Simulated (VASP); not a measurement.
# CdF2 (Fm-3m) in VASP: notebook, part 2 of 2

VASP 6.6.1.

## 3. Single point, PBE

INCAR

```
SYSTEM = CdF2
PREC     = Accurate       ! precision mode
ENCUT    = 520            ! plane-wave cutoff, eV
EDIFF    = 1E-6           ! SCF threshold, eV
ISMEAR   = 0              ! smearing method
SIGMA    = 0.05           ! smearing width, eV
LREAL    = .FALSE.        ! projectors in reciprocal space
LASPH    = .TRUE.         ! aspherical terms in the spheres
NELM     = 100            ! most SCF steps
ALGO     = Normal         ! electronic algorithm
ISIF     = 2              ! what is computed and relaxed
LWAVE    = .FALSE.        ! write WAVECAR
LCHARG   = .FALSE.        ! write CHGCAR
GGA      = PE             ! functional
NBANDS   = 20             ! bands
```

KPOINTS

```
regular mesh
0
G
  8 8 8
  0 0 0
```

POSCAR

```
CdF2
1.0
    0.0000000000      2.7402705265      2.7402705265
    2.7402705265      0.0000000000      2.7402705265
    2.7402705265      2.7402705265      0.0000000000
Cd F
1 2
Direct
    0.0000000000      0.0000000000      0.0000000000
    0.2500000000      0.2500000000      0.2500000000
    0.7500000000      0.7500000000      0.7500000000
```

Potentials or basis: VASP PAW PBE potentials, release 64 (Cd, F).

On the command line:

```sh
$ cat potpaw_PBE.64/Cd/POTCAR potpaw_PBE.64/F/POTCAR > POTCAR
$ mpirun -np 1 vasp_std > vasp.out
```

It took 34 s on 1 thread of Intel Xeon Platinum 8488C (Sapphire Rapids), shared host; peak memory 0.17 GiB.

The run converged. Its results:

- Free energy: -10.9052 eV
- Pressure: 0.6 GPa
- Band gap on the k mesh: 2.89 eV (least direct gap 3.45 eV)

Levels at points of the mesh, in eV from the valence-band top:
```
           k point  band 9  band 10  band 11  band 12  band 13  band 14  band 15  band 16  band 17  band 18
(0.00, 0.00, 0.00)   -0.85    -0.85    -0.56    -0.56    -0.56     2.89    12.45    12.45    12.45    17.17
(0.50, 0.00, 0.00)   -2.06    -1.65    -1.65    -0.43    -0.43     6.79     8.98    14.05    14.05    17.82
(0.50, 0.50, 0.00)   -2.70    -2.70    -0.41    -0.08    -0.08     7.59     9.37    11.81    13.83    13.83
```

A k mesh can miss the band edges. As with any semilocal functional, this PBE gap is likely too small.

## 4. Relaxation of cell and atoms, PBE

This run uses another cell than the first one, of 13.03 Å³/atom.

INCAR

```
SYSTEM = CdF2
PREC = Accurate
ENCUT = 600
EDIFF = 1E-7
ISMEAR = 0
SIGMA = 0.02
LREAL = .FALSE.
LASPH = .TRUE.
NELM = 100
ALGO = Normal
ISIF = 3
LWAVE = .FALSE.
LCHARG = .FALSE.
GGA = PE
IBRION = 2
NSW = 100
EDIFFG = -0.005
```

KPOINTS is that of step 3.

POSCAR

```
CdF2
1.0
    0.0000000000      2.6940000000      2.6940000000
    2.6940000000      0.0000000000      2.6940000000
    2.6940000000      2.6940000000      0.0000000000
Cd F
1 2
Direct
    0.0000000000      0.0000000000      0.0000000000
    0.2500000000      0.2500000000      0.2500000000
    0.7500000000      0.7500000000      0.7500000000
```

Potentials or basis: VASP PAW PBE potentials, release 64 (Cd, F).

On the command line:

```sh
$ cat potpaw_PBE.64/Cd/POTCAR potpaw_PBE.64/F/POTCAR > POTCAR
$ mpirun -np 1 vasp_std > vasp.out
```

OUTCAR:

```text
SYSTEM = CdF2
   PREC = Accurate
   ENCUT = 600
   EDIFF = 1E-7
   ISMEAR = 0
   LREAL = .FALSE.
   LASPH = .TRUE.
   NELM = 100
   ISIF = 3
   GGA = PE
   IBRION = 2
   NSW = 100
   EDIFFG = -0.005

 ion  position               nearest neighbor table
   1  0.000  0.000  0.000-   3 2.33   3 2.33   3 2.33   2 2.33   3 2.33   2 2.33   2 2.33   2 2.33

   2  0.250  0.250  0.250-   1 2.33   1 2.33   1 2.33   1 2.33
   3  0.750  0.750  0.750-   1 2.33   1 2.33   1 2.33   1 2.33

  LATTYP: Found a face centered cubic cell.
 ALAT       =     5.3880000000

  Lattice vectors:

 A1 = (   0.0000000000,   2.6940000000,   2.6940000000)
 A2 = (   2.6940000000,   0.0000000000,   2.6940000000)
 A3 = (   2.6940000000,   2.6940000000,   0.0000000000)

Analysis of symmetry for initial positions (statically):
[... 259 lines left out ...]

 E-fermi :  -1.6130     XC(G=0): -10.1104

 val. band max:       -1.7170931149   @ k =  -0.2500   0.5000   0.2500
 cond. band min:       1.1539553505   @ k =   0.0000   0.0000   0.0000
 fundamental gap:      2.8710484654
 Fermi energy:        -1.6130329827

 k-point     1 :       0.0000    0.0000    0.0000
  band No.  band energies     occupation
      1     -22.2283      2.00000
      2     -21.2711      2.00000
      3      -7.1876      2.00000
      4      -7.1876      2.00000
      5      -7.1876      2.00000
      6      -6.2097      2.00000
[... 457 lines left out ...]
      4      -6.7140      2.00000
      5      -6.2336      2.00000
      6      -6.2249      2.00000
[... 9 lines left out ...]
     16      10.7871      0.00000
     17      11.8004      0.00000

 [... further k-points ...]

------------------------ aborting loop because EDIFF is reached ----------------------------------------

  FORCE on cell =-STRESS in cart. coord.  units (eV):
  Direction    XX          YY          ZZ          XY          YZ          ZX
  --------------------------------------------------------------------------------------
  -------------------------------------------------------------------------------------
  Total        0.0032607      0.0032607      0.0032607      0.0000000      0.0000000      0.0000000
  in kB        0.1263130      0.1263130      0.1263130      0.0000000      0.0000000      0.0000000
  external PRESSURE =       0.1263130 kB  Pullay stress =       0.0000000 kB
[... 18 lines left out ...]
  FREE ENERGIE OF THE ION-ELECTRON SYSTEM (eV)
  ---------------------------------------------------
  free  energy   TOTEN  =       -10.9030302819 eV

  energy  without entropy=      -10.9030302819  energy(sigma->0) =      -10.90303028

 reached required accuracy - stopping structural energy minimisation
```

OSZICAR:

```text
N       E                     dE             d eps       ncg     rms          rms(c)
DAV:   1     0.222611485852E+03    0.22261E+03   -0.17126E+04  1002   0.174E+03
DAV:   2    -0.253875628160E+01   -0.22515E+03   -0.21892E+03  1119   0.408E+02
DAV:   3    -0.125114230996E+02   -0.99727E+01   -0.99526E+01  1061   0.962E+01
[... 31 lines left out ...]
DAV:   5    -0.109030430648E+02    0.10164E-03   -0.29823E-04  1033   0.217E-01    0.391E-02
DAV:   6    -0.109030280118E+02    0.15053E-04   -0.67571E-05  1188   0.150E-01    0.619E-03
DAV:   7    -0.109030298927E+02   -0.18809E-05   -0.56643E-06  1028   0.246E-02    0.433E-03
DAV:   8    -0.109030303205E+02   -0.42784E-06   -0.88806E-07  1075   0.158E-02    0.614E-04
DAV:   9    -0.109030302819E+02    0.38644E-07   -0.30978E-08   569   0.209E-03
   3 F= -.10903030E+02 E0= -.10903030E+02  d E =-.401312E-01
```

Run time: 68 s. Hardware: 1 thread of Intel Xeon Platinum 8488C (Sapphire Rapids), shared host; peak memory 0.18 GiB.

Results:

```yaml
Free_energy: -10.9030 eV
Relaxed_volume: 13.79 Å³/atom
Relaxed_cell: a = 3.882 Å, b = 3.882 Å, c = 3.882 Å, α = 60.00°, β = 60.00°, γ = 60.00°
Space_group_after_relaxing_to_0.1_Å: Fm-3m (No. 225)
Energy_gained_by_relaxing: 13.4 meV/atom
Ionic_steps: 3
Pressure_after_relaxing: 0.0 GPa
Band_gap_on_the_k_mesh: 2.87 eV (least direct gap 3.43 eV)
```

Step by step:
```csv
step,energy change (eV),largest force (eV/Å),pressure (GPa),volume (Å³)
1,0.0000,0.0000,6.01,39.10
2,-0.0379,0.0000,-1.24,41.94
3,-0.0401,0.0000,0.01,41.36
```

Final structure:
```
Cd F
1.0
     0.00000    2.74481    2.74481
     2.74481    0.00000    2.74481
     2.74481    2.74481    0.00000
Cd F
1 2
Direct
  0.00000 0.00000 0.00000
  0.25000 0.25000 0.25000
  0.75000 0.75000 0.75000
```

A k mesh can miss the band edges. Zero-point motion and thermal expansion aren't in these numbers.

## 5. Overview

| task | cell | cutoff (eV) | smearing | gap on the mesh (eV) | pressure (GPa) |
| --- | --- | --- | --- | --- | --- |
| single point | a = 3.875 Å, angles 60.0°, 3 atoms | 520 | gaussian 0.02 eV | 2.89 | 0.6 |
| single point | a = 3.875 Å, angles 60.0°, 3 atoms | 520 | gaussian 0.05 eV | 2.89 | 0.6 |
| relaxation of cell and atoms | relaxed from a = 3.810 Å, angles 60.0°, 3 atoms | 600 | gaussian 0.02 eV | 2.87 | 0.0 |

Alike in all rows: level PBE; potentials or basis VASP PAW PBE potentials, release 64 (Cd, F); no spin polarisation; k mesh 8 × 8 × 8.

Absolute energies hang on the potentials; compare differences alone.
